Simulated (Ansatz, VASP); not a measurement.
**Two plane-wave programs on NaHgF3**

Contents of POSCAR:

```
NaHgF3
1.0
    4.4988204056      0.0000000000      0.0000000000
    0.0000000000      4.4988204056      0.0000000000
    0.0000000000      0.0000000000      4.4988204056
Na Hg F
1 1 3
Direct
    0.0000000000      0.0000000000      0.0000000000
    0.5000000000      0.5000000000      0.5000000000
    0.5000000000      0.5000000000      0.0000000000
    0.5000000000      0.0000000000      0.5000000000
    0.0000000000      0.5000000000      0.5000000000
```

The input INCAR.step1:

```
  PREC = Accurate
  ENCUT = 520
  ISMEAR = 0
  SIGMA = 0.01
  LREAL = F
  LASPH = T
  NELM = 80
  NBANDS = 28
  GGA = PE
  ALGO = Normal
  EDIFF = 1E-4
  LWAVE = T
  LCHARG = F
```

INCAR.step2

```
  PREC = Accurate
  ENCUT = 520
  EDIFF = 1E-7
  ISMEAR = 0
  SIGMA = 0.01
  LREAL = F
  LASPH = T
  NELM = 80
  ALGO = Normal
  ISIF = 2
  LWAVE = F
  LCHARG = F
  METAGGA = R2SCAN
  LMIXTAU = T
  NBANDS = 28
  ISTART = 1
```

The input KPOINTS:

```
Automatic mesh
0
Gamma
  6 6 6
```

Input for Ansatz:

```yaml
crystal:
  lattice:
    - [4.4988204056, 0.0, 0.0]
    - [0.0, 4.4988204056, 0.0]
    - [0.0, 0.0, 4.4988204056]
  atoms:
    - { symbol: Na, position: [0.0, 0.0, 0.0] }
    - { symbol: Hg, position: [0.5, 0.5, 0.5] }
    - { symbol: F, position: [0.5, 0.5, 0.0] }
    - { symbol: F, position: [0.5, 0.0, 0.5] }
    - { symbol: F, position: [0.0, 0.5, 0.5] }
kpoints:
  mp_grid: { grid: [6, 6, 6] }
  band_path:
    path: [[0.0, 0.0, 0.0], [0.0, 0.5, 0.0], [0.5, 0.5, 0.0], [0.5, 0.5, 0.5]]
    npoints: 1
hamiltonian:
  xc: r2scan
scf:
  occupations: { method: fixed }
  n_extra_bands: 5
output:
  forces: true
  stress: true
  eigenvalues: true
```

Alike in both runs: task single point; functional r2SCAN; k mesh 6 × 6 × 6; no spin polarisation.

|  | VASP | Ansatz |
| --- | --- | --- |
| version | VASP 6.6.1 | Ansatz 0.2.0 |
| potentials or method | VASP PAW PBE potentials, release 64 (Na_pv, Hg, F) | plane waves, PAW |
| plane-wave cutoff (eV) | 520 | 500 |
| occupations | gaussian, width 0.01 eV | fixed |
| valence electrons in the cell | 40 | 50 |

|  | VASP | Ansatz | Ansatz less VASP |
| --- | --- | --- | --- |
| gap on the k mesh at the Fermi level (eV) | 0.83 | 0.88 | +0.051 |
| pressure (GPa) | 0.5 | 0.0 | -0.50 |

VASP's potentials were made for PBE, not for r2SCAN. VASP's potentials hold 40 valence electrons a cell and Ansatz's 50, so a difference there can come from the potentials and not from the codes.

Spin-orbit coupling is off throughout.
